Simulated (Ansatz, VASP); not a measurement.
CsNiN in VASP and in Ansatz

```
CELL_PARAMETERS angstrom
5.64556 0.00000 0.00000
-2.82278 4.88920 0.00000
0.00000 0.00000 3.51426
ATOMIC_POSITIONS crystal
Cs 0.66667 0.33333 0.50000
Ni 0.33333 0.66667 0.00000
N 0.33333 0.66667 0.50000
```

Alike in both runs: task single point; functional PBE; k mesh 6 × 6 × 8; occupations fermi-dirac, width 0.05 eV; collinear spin.

```csv
,VASP,Ansatz
version,VASP 6.6.1,Ansatz 0.2.0
potentials or method,"VASP PAW PBE potentials, release 64 (Cs_sv, Ni, N)",Ansatz PAW
plane-wave cutoff (eV),520,420
valence electrons in the cell,24,32
```

VASP gave:

```
gap on the k mesh at the Fermi level (eV)                     : none
pressure (GPa)                                                : -2.1
traceless stress, the component that is largest in VASP (GPa) : -2.95
net moment per atom (μB)                                      : 0.14
size of the moment on the site where the two differ most (μB) : 0.24
```

Which values does Ansatz return?

gap on the k mesh at the Fermi level (eV): none; pressure (GPa): -2.2; traceless stress, the component that is largest in VASP (GPa): -3.12; net moment per atom (μB): 0.14; size of the moment on the site where the two differ most (μB): 0.22.

Site moments also hang on the region over which each program counts them. A gap of «none» marks a metal or a gap that the smearing closes. The functional is the same, so the differences come from potentials, cutoffs and numerics. VASP's potentials hold 24 valence electrons a cell and Ansatz's 32, so a difference there can come from the potentials and not from the codes.

Neither program's run includes spin-orbit coupling.
